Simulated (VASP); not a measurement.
# NaH (P6_3/mmc) in VASP: notebook

NaH is run at these levels: PBE, LDA; tasks: single point.

Everything below comes from runs of VASP 6.6.1. Logs are shortened: lines on timing, memory, paths and dates and some standing lists are left out, and cuts for length are marked.

## Step 1: The cell of the first run

Symmetry: P6_3/mmc, No. 194, hexagonal system. Conventional cell: a = 3.953 Å, b = 3.953 Å, c = 4.828 Å, α = 90.00°, β = 90.00°, γ = 120.00°. Within 3.0 Å of Na (site symmetry -6m2) lie 5 H at 2.28 to 2.41 Å. Within 3.0 Å of H (site symmetry -6m2) lie 5 Na at 2.28 to 2.41 Å.

## Step 2: Single point, PBE

The input, INCAR:

```
  PREC = Accurate
  ENCUT = 520
  EDIFF = 1E-7
  ISMEAR = 0
  SIGMA = 0.01
  LREAL = F
  LASPH = T
  NELM = 100
  ALGO = Normal
  ISIF = 2
  LWAVE = F
  LCHARG = F
  GGA = PE
  NBANDS = 16
```

The input, KPOINTS:

```
regular mesh
0
Gamma
  6 6 4
```

The input, POSCAR:

```
NaH
1.0
    3.9532815359      0.0000000000      0.0000000000
   -1.9766407679      3.4236422384      0.0000000000
    0.0000000000      0.0000000000      4.8282923139
Na H
2 2
Direct
    0.3333333333      0.6666666667     -0.0624996803
    0.6666666667      0.3333333333      0.4375003197
    0.3333333333      0.6666666667      0.4374996803
    0.6666666667      0.3333333333      0.9374996803
```

Potentials or basis: VASP PAW PBE potentials, release 64 (Na_pv, H).

Command:

```bash
$ cat potpaw_PBE.64/Na_pv/POTCAR potpaw_PBE.64/H/POTCAR > POTCAR
$ mpirun -np 1 vasp_std > vasp.out
```

OUTCAR:

```text
PREC = Accurate
   ENCUT = 520
   EDIFF = 1E-7
   ISMEAR = 0
   LREAL = F
   LASPH = T
   NELM = 100
   ISIF = 2
   GGA = PE

 ion  position               nearest neighbor table
   1  0.333  0.667  0.938-
   2  0.667  0.333  0.438-
   3  0.333  0.667  0.437-
   4  0.667  0.333  0.937-

  LATTYP: Found a hexagonal cell.
 ALAT       =     3.9532815359
 C/A-ratio  =     1.2213378354

  Lattice vectors:

 A1 = (   3.9532815359,   0.0000000000,   0.0000000000)
 A2 = (  -1.9766407679,   3.4236422384,   0.0000000000)
 A3 = (   0.0000000000,   0.0000000000,   4.8282923139)

Analysis of symmetry for initial positions (statically):
=====================================================================
 Subroutine PRICEL returns:
 Original cell was already a primitive cell.

 Routine SETGRP: Setting up the symmetry group for a
 hexagonal supercell.

 Subroutine GETGRP returns: Found 24 space group operations
 (whereof  6 operations were pure point group operations)
 out of a pool of 24 trial point group operations.

The static configuration has the point symmetry C_3v.
 The point group associated with its full space group is D_6h.

Analysis of symmetry for dynamics (positions and initial velocities):
=====================================================================
 Subroutine PRICEL returns:
 Original cell was already a primitive cell.

 Routine SETGRP: Setting up the symmetry group for a
 hexagonal supercell.

 Subroutine GETGRP returns: Found 24 space group operations
 (whereof  6 operations were pure point group operations)
 out of a pool of 24 trial point group operations.

The dynamic configuration has the point symmetry C_3v.
 The point group associated with its full space group is D_6h.

 Subroutine INISYM returns: Found 24 space group operations
 (whereof  6 operations are pure point group operations),
 and found     1 'primitive' translations

----------------------------------------------------------------------------------------

                                     Primitive cell
[... 85 lines left out ...]
   ISPIN  =      1    spin polarized calculation?
   LNONCOLLINEAR =      F non collinear calculations
   LSORBIT =      F    spin-orbit coupling
   LASPH  =      T    aspherical Exc in radial PAW
   ENCUT  =  520.0 eV  38.22 Ry    6.18 a.u.   7.35  7.35  8.98*2*pi/ulx,y,z
   NELM   =    100;   NELMIN=  2; NELMDL= -5     # of ELM steps
   EDIFF  = 0.1E-06   stopping-criterion for ELM
   LREAL  =      F    real-space projection
   EDIFFG = 0.1E-05   stopping-criterion for IOM
   NSW    =      0    number of steps for IOM
   IBRION =     -1    ionic relax: 0-MD 1-quasi-New 2-CG
   NFREE  =      0    steps in history (QN), initial steepest desc. (CG)
   ISIF   =      2    stress and relaxation
   ISYM   =      2    0-nonsym 1-usesym 2-fastsym
   POTIM  = 0.5000    time-step for ionic-motion
   TEBEG  =    0.0;   TEEND  =   0.0 temperature during run
   PSTRESS=    0.0 pullay stress
   NELECT =      16.0000    total number of electrons
   NUPDOWN=      -1.0000    fix difference up-down
   EMIN   =  10.00;   EMAX   =-10.00  energy-range for DOS
   EFERMI =   0.00;   METHOD = LEGACY
   ISMEAR =     0;   SIGMA  =   0.01  broadening in eV -4-tet -1-fermi 0-gaus
   EFERMI_NEDOS =   21; number of points for ismear=-14 and -15
   IALGO  =     38    algorithm
   IMIX   =      4    mixing-type and parameters
     AMIX     =   0.40;   BMIX     =  1.00
     AMIX_MAG =   1.60;   BMIX_MAG =  1.00
  volume/ion in A,a.u.               =      16.34       110.25
  Fermi-wavevector in a.u.,A,eV,Ry     =   1.024161  1.935384 14.271231  1.048906
  Thomas-Fermi vector in A             =   2.157933
   LORBIT       =      0    0 simple, 1 ext, 2 COOP (PROOUT), +10 PAW based schemes
   GGA     = PE    functional components
   LHFCALC =     F    Hartree Fock is set to
   AEXX    =    0.0000 exact exchange contribution
   IVDW    =     0    specifies the selected vdW correction
   LEPSILON=     F    determine dielectric tensor
   LRPA    =     F    only Hartree local field effects (RPA)
 non-spin polarized calculation
 Gauss-broadening in eV      SIGMA  =   0.01
  energy-cutoff  :      520.00
  volume of cell :       65.35
 maximum number of plane-waves:      1794
 NGX is ok and might be reduce to    30
   NGX = 15   NGY = 15   NGZ = 17

 number of electron      16.0000024 magnetization

 Free energy of the ion-electron system (eV)
  ---------------------------------------------------
  ext. energy  EPLUGINS =         0.00000000
  ---------------------------------------------------
  free energy    TOTEN  =       -10.07301725 eV

  energy without entropy =      -10.07301725  energy(sigma->0) =      -10.07301725

 E-fermi :  -1.3340     XC(G=0):  -7.1039

 val. band max:       -1.4235680196   @ k =   0.1667   0.0000   0.0000
 cond. band min:       1.9055353333   @ k =   0.3333   0.3333   0.0000
 fundamental gap:      3.3291033529
 Fermi energy:        -1.3339654163

 k-point     1 :       0.0000    0.0000    0.0000
  band No.  band energies     occupation
      1     -23.7228      2.00000
      2     -23.6843      2.00000
      3     -23.6843      2.00000
      4     -23.6560      2.00000
      5     -23.6560      2.00000
      6     -23.6362      2.00000
[... 376 lines left out ...]
      3     -23.6813      2.00000
      4     -23.6813      2.00000
      5     -23.6441      2.00000
      6     -23.6441      2.00000
[... 8 lines left out ...]
     15      13.1662      0.00000
     16      13.1662      0.00000

------------------------ aborting loop because EDIFF is reached ----------------------------------------

  FORCE on cell =-STRESS in cart. coord.  units (eV):
  Direction    XX          YY          ZZ          XY          YZ          ZX
  --------------------------------------------------------------------------------------
  -------------------------------------------------------------------------------------
  Total        0.1265820      0.1265820      0.1714555      0.0000000     -0.0000000      0.0000000
  in kB        3.1034374      3.1034374      4.2036098      0.0000000     -0.0000000      0.0000000
  external PRESSURE =       3.4701615 kB  Pullay stress =       0.0000000 kB

 VOLUME and BASIS-vectors are now :
 -----------------------------------------------------------------------------
  energy-cutoff  :      520.00
  volume of cell :       65.35
      direct lattice vectors                 reciprocal lattice vectors
     3.953281536  0.000000000  0.000000000     0.252954410  0.146043297  0.000000000
    -1.976640768  3.423642238  0.000000000     0.000000000  0.292086594  0.000000000
     0.000000000  0.000000000  4.828292314     0.000000000  0.000000000  0.207112564

 POSITION                                       TOTAL-FORCE (eV/Angst)
 -----------------------------------------------------------------------------------
     -0.00000      2.28243      4.52653        -0.000000     -0.000000     -0.000000
      1.97664      1.14121      2.11238        -0.000000      0.000000      0.000000
     -0.00000      2.28243      2.11238         0.000000      0.000000     -0.000000
      1.97664      1.14121      4.52652         0.000000     -0.000000      0.000000
 -----------------------------------------------------------------------------------
    total drift:                               -0.000000      0.000000      0.000245

  FREE ENERGIE OF THE ION-ELECTRON SYSTEM (eV)
  ---------------------------------------------------
  free  energy   TOTEN  =       -10.0730172497 eV

  energy  without entropy=      -10.0730172497  energy(sigma->0) =      -10.07301725
```

OSZICAR:

```text
N       E                     dE             d eps       ncg     rms          rms(c)
DAV:   1     0.115181208344E+03    0.11518E+03   -0.85237E+03   672   0.105E+03
DAV:   2    -0.500880657470E+01   -0.12019E+03   -0.11627E+03   704   0.294E+02
DAV:   3    -0.110511556021E+02   -0.60423E+01   -0.60285E+01   888   0.705E+01
DAV:   4    -0.111280151081E+02   -0.76860E-01   -0.76857E-01   720   0.904E+00
DAV:   5    -0.111293379919E+02   -0.13229E-02   -0.13229E-02   928   0.114E+00    0.488E+00
DAV:   6    -0.102712250186E+02    0.85811E+00   -0.34006E-01   872   0.368E+00    0.223E+00
DAV:   7    -0.100503213170E+02    0.22090E+00   -0.44469E-01   824   0.293E+00    0.562E-01
DAV:   8    -0.100722038474E+02   -0.21883E-01   -0.34585E-02   688   0.152E+00    0.150E-01
DAV:   9    -0.100730001061E+02   -0.79626E-03   -0.54803E-03   744   0.629E-01    0.490E-02
DAV:  10    -0.100729414878E+02    0.58618E-04   -0.30852E-04   760   0.118E-01    0.152E-02
DAV:  11    -0.100730236637E+02   -0.82176E-04   -0.86666E-05   680   0.513E-02    0.170E-02
DAV:  12    -0.100730170002E+02    0.66635E-05   -0.92617E-06   840   0.174E-02    0.283E-03
DAV:  13    -0.100730172270E+02   -0.22683E-06   -0.14324E-06   760   0.640E-03    0.187E-03
DAV:  14    -0.100730172497E+02   -0.22721E-07   -0.88791E-08   768   0.153E-03
   1 F= -.10073017E+02 E0= -.10073017E+02  d E =-.318663E-38
```

stdout:

```text
POSCAR found type information on POSCAR NaH
 POSCAR found :  2 types and       4 ions
 scaLAPACK will be used
 LDA part: xc-table for (Slater+PW92), standard interpolation
 POSCAR, INCAR and KPOINTS ok, starting setup
 FFT: planning ... GRIDC
 FFT: planning ... GRID_SOFT
 FFT: planning ... GRID
 WAVECAR not read
 entering main loop
```

Wall time 20 s (1 thread of Intel Xeon Platinum 8259CL at 2.50GHz (Skylake/Cascade Lake), shared host); peak memory 0.17 GiB.

Results:

```yaml
Free_energy: -10.0730 eV
Pressure: 0.3 GPa
Band_gap_on_the_k_mesh: 3.33 eV, indirect (least direct gap 4.24 eV)
```

Levels at points of the mesh, in eV from the valence-band top:
```csv
k point,band 5,band 6,band 7,band 8,band 9,band 10,band 11,band 12
"(0.00, 0.00, 0.00)",-22.23,-22.21,-3.34,-0.02,4.91,7.97,10.30,10.30
"(0.50, 0.00, 0.00)",-22.24,-22.23,-1.51,-0.61,3.87,7.55,7.61,7.84
"(0.00, 0.00, 0.50)",-22.25,-22.25,-2.02,-2.02,6.94,6.94,11.07,11.07
"(0.50, 0.00, 0.50)",-22.22,-22.22,-0.82,-0.82,3.96,3.96,8.52,8.52
```

A k mesh can miss the band edges. PBE gaps usually lie below the measured ones, often by a third to a half.

## Step 3: Single point, PBE

The input, INCAR:

```
SYSTEM = NaH
ALGO = Normal
EDIFF = 1E-6
ENCUT = 520
GGA = PE
ISIF = 2
ISMEAR = 0
LASPH = .True.
LCHARG = .False.
LREAL = .False.
LWAVE = .False.
NBANDS = 16
NELM = 80
PREC = Accurate
SIGMA = 0.01
```

The input, KPOINTS:

```
k-points
0
Gamma
  6 6 4
  0 0 0
```

POSCAR is that of step 2.

Potentials or basis: VASP PAW PBE potentials, release 64 (Na_pv, H).

Command:

```bash
$ cat potpaw_PBE.64/Na_pv/POTCAR potpaw_PBE.64/H/POTCAR > POTCAR
$ mpirun -np 1 vasp_std > vasp.out
```

It took 19 s on 1 thread of Intel Xeon Platinum 8259CL at 2.50GHz (Skylake/Cascade Lake), shared host; peak memory 0.17 GiB.

It converged, with:

```yaml
Free_energy: -10.0730 eV
Pressure: 0.3 GPa
Band_gap_on_the_k_mesh: 3.33 eV, indirect (least direct gap 4.24 eV)
```

Stress tensor (GPa, compression positive):
```
0.31 0.00 0.00
0.00 0.31 0.00
0.00 0.00 0.42
```

Levels at points of the mesh, in eV from the valence-band top:
```tsv
k point	band 4	band 5	band 6	band 7	band 8	band 9	band 10	band 11	band 12	band 13
(0.00, 0.00, 0.00)	-22.23	-22.23	-22.21	-3.34	-0.02	4.91	7.97	10.30	10.30	10.65
(0.50, 0.00, 0.00)	-22.25	-22.24	-22.23	-1.51	-0.61	3.87	7.55	7.61	7.84	7.93
(0.00, 0.00, 0.50)	-22.25	-22.25	-22.25	-2.02	-2.02	6.94	6.94	11.07	11.07	11.07
(0.50, 0.00, 0.50)	-22.25	-22.22	-22.22	-0.82	-0.82	3.96	3.96	8.52	8.52	9.20
```

## Step 4: Single point, LDA

The input, INCAR:

```
PREC = Accurate
ENCUT = 520
EDIFF = 1E-7
ISMEAR = 0
SIGMA = 0.01
LREAL = False
LASPH = True
NELM = 100
ALGO = Normal
ISIF = 2
LWAVE = False
LCHARG = True
LELF = True
LVHAR = True
NBANDS = 16
```

The input, KPOINTS:

```
Automatic mesh
0
Gamma
  6 6 4
```

POSCAR is that of step 3.

Potentials or basis: VASP PAW LDA potentials, release 64 (Na_pv, H).

Command:

```bash
$ cat potpaw_LDA.64/Na_pv/POTCAR potpaw_LDA.64/H/POTCAR > POTCAR
$ mpirun -np 1 vasp_std > vasp.out
```

Wall time 20 s (1 thread of Intel Xeon Platinum 8259CL at 2.50GHz (Skylake/Cascade Lake), shared host); peak memory 0.15 GiB.

The run converged. Its results:

| Item | Value |
| --- | --- |
| Free energy | -10.6258 eV |
| Pressure | -1.4 GPa |
| Band gap on the k mesh | 2.98 eV, indirect (least direct gap 3.96 eV) |

Levels at points of the mesh, in eV from the valence-band top:
```csv
k point,band 6,band 7,band 8,band 9,band 10,band 11
"(0.00, 0.00, 0.00)",-22.30,-3.51,-0.02,4.56,7.83,9.95
"(0.50, 0.00, 0.00)",-22.32,-1.60,-0.68,3.60,7.18,7.32
"(0.00, 0.00, 0.50)",-22.33,-2.16,-2.16,6.78,6.78,10.76
"(0.50, 0.00, 0.50)",-22.31,-0.88,-0.88,3.60,3.60,8.21
```
